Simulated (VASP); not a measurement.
A run of VASP 6.6.1 is set up as follows.

The input INCAR:

```
ALGO     = Normal         # electronic algorithm
EDIFF    = 1E-6           # SCF threshold, eV
ENCUT    = 520            # plane-wave cutoff, eV
GGA      = PE             # functional
GGA_COMPAT= False        
ISIF     = 2              # what is computed and relaxed
ISMEAR   = -1             # smearing method
LASPH    = True           # aspherical terms in the spheres
LCHARG   = False          # write CHGCAR
LREAL    = Auto         
LWAVE    = False          # write WAVECAR
NBANDS   = 64             # bands
NELM     = 120            # most SCF steps
PREC     = Accurate       # precision mode
SIGMA    = 0.05           # smearing width, eV
```

The input KPOINTS:

```
k-points
0
Gamma
  1 1 1
```

Contents of POSCAR:

```
AgH16O8F
1.0
    6.5731380000      0.0000000000      0.0000000000
    0.0000000000      6.5731380000      0.0000000000
    0.0000000000      0.0000000000      6.5731380000
O H Ag F
8 16 1 1
Direct
    0.9038163765      0.7073917549      0.5249890682
    0.2709817211      0.5180612945      0.7012838522
    0.4606245177      0.6997806555      1.0525378962
    0.1614211950      0.0388042557      0.6066924688
    0.7976267430      0.4693075098      0.1517660214
    0.5787613631     -0.0394331881      0.6633386968
    0.8596082856      0.2582016360      0.8046228030
    0.6711988221      1.0731318314      0.2719507777
    0.7720747393      0.7475734339      0.5851606170
    0.8715806132      0.6232680759      0.4050997294
    0.1304177626      0.5592521419      0.6675078038
    0.2648864701      0.3705466147      0.7115607550
    0.5939050647      0.6288905834      1.0722260172
    0.4235364352      0.6754262279      0.9090390209
    0.1921260979      0.0887026399      0.4626166613
    0.0793539558     -0.0836966348      0.5800455874
    0.7472879854      0.3442626612      0.2187736688
    0.8450144423      0.4076335280      0.0200181320
    0.6073908658      0.0133830166      0.5252315310
    0.4287647200     -0.0315330314      0.6692174701
    0.7432726650      0.1665471300      0.7807823644
    0.9752583233      0.1833144169      0.7431924594
    0.5479074648      1.0239890133      0.2033292570
    0.7763805363      0.9725409457      0.2441200982
    0.2858437846      0.4509141414      0.1794417737
    0.2464827494      0.1466986459      0.2510985690
```

Potentials or basis: VASP PAW PBE potentials, release 64 (O, H, Ag_sv_GW, F).

Launch:

```console
$ cat potpaw_PBE.64/O/POTCAR potpaw_PBE.64/H/POTCAR potpaw_PBE.64/Ag_sv_GW/POTCAR potpaw_PBE.64/F/POTCAR > POTCAR
$ mpirun -np 1 vasp_gam > vasp.out
```

(1) Estimate the pressure.

(2) Estimate the largest force.

## Answers

(1) -0.4 GPa.

(2) 0.190 eV/Å.

Caveat: the k points lie up to 0.96 Å⁻¹ apart, too coarse for converged energies, forces and pressures.
